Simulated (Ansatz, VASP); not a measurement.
## Al4FeCo3: VASP beside Ansatz

INCAR

```
PREC = Accurate
ENCUT = 520
EDIFF = 1E-6
ISMEAR = 0
SIGMA = 0.1
LREAL = F
LASPH = T
NELM = 60
ALGO = Normal
ISIF = 2
LWAVE = F
LCHARG = F
GGA = PE
NBANDS = 34
```

KPOINTS

```
regular mesh
0
Gamma
  4 4 4
```

POSCAR

```
Al4FeCo3
1.0
    4.0361279000      0.0000000000      0.0000000000
    0.0000000000      4.0361279000      0.0000000000
    0.0000000000      0.0000000000      5.7113199000
Al Fe Co
4 1 3
Direct
    0.0000000000      0.5000000000      0.7471940000
    0.0000000000      0.5000000000      0.2528060000
    0.5000000000      0.0000000000      0.7471940000
    0.5000000000      0.0000000000      0.2528060000
    0.0000000000      0.0000000000      0.5000000000
    0.0000000000      0.0000000000      0.0000000000
    0.5000000000      0.5000000000      0.0000000000
    0.5000000000      0.5000000000      0.5000000000
```

Input for Ansatz:

```yaml
crystal:
  lattice:
    - [4.0361279, 0.0, 0.0]
    - [0.0, 4.0361279, 0.0]
    - [0.0, 0.0, 5.7113199]
  atoms:
    - { symbol: Al, position: [0.0, 0.5, 0.747194] }
    - { symbol: Al, position: [0.0, 0.5, 0.252806] }
    - { symbol: Al, position: [0.5, 0.0, 0.747194] }
    - { symbol: Al, position: [0.5, 0.0, 0.252806] }
    - { symbol: Fe, position: [0.0, 0.0, 0.5] }
    - { symbol: Co, position: [0.0, 0.0, 0.0] }
    - { symbol: Co, position: [0.5, 0.5, 0.0] }
    - { symbol: Co, position: [0.5, 0.5, 0.5] }
basis:
  ecutwfc: 420
kpoints:
  mp_grid: { grid: [4, 4, 4] }
hamiltonian:
  xc: pbe
scf:
  occupations: { method: gaussian, width: 0.1 }
  lower_state_search: "off"
output:
  forces: true
  stress: true
  eigenvalues: true
```

Alike in both runs: task single point; functional PBE; k mesh 4 × 4 × 4; occupations gaussian, width 0.1 eV; no spin polarisation.

```csv
,VASP,Ansatz
version,VASP 6.6.1,Ansatz 0.2.0
potentials or method,"VASP PAW PBE potentials, release 64 (Al, Fe, Co), cutoff 520 eV","scalar-relativistic, plane waves, PAW"
valence electrons in the cell,47,79
```

VASP gave:

- gap on the k mesh at the Fermi level (eV): none
- pressure (GPa): -0.1
- traceless stress, the component that is largest in VASP (GPa): 0.26
- rms of the force components (eV/Å): 0.003

**Question.** Estimate Ansatz's values.

**Answer.** gap on the k mesh at the Fermi level (eV): none; pressure (GPa): -0.1; traceless stress, the component that is largest in VASP (GPa): 0.27; rms of the force components (eV/Å): 0.005.

Atom by atom the forces differ by 0.002 eV/Å (rms over components). A gap of «none» marks a metal or a gap that the smearing closes. VASP's potentials hold 47 valence electrons a cell and Ansatz's 79, so a difference there can come from the potentials and not from the codes.

The k mesh is coarse, so the values compare programs but aren't converged.
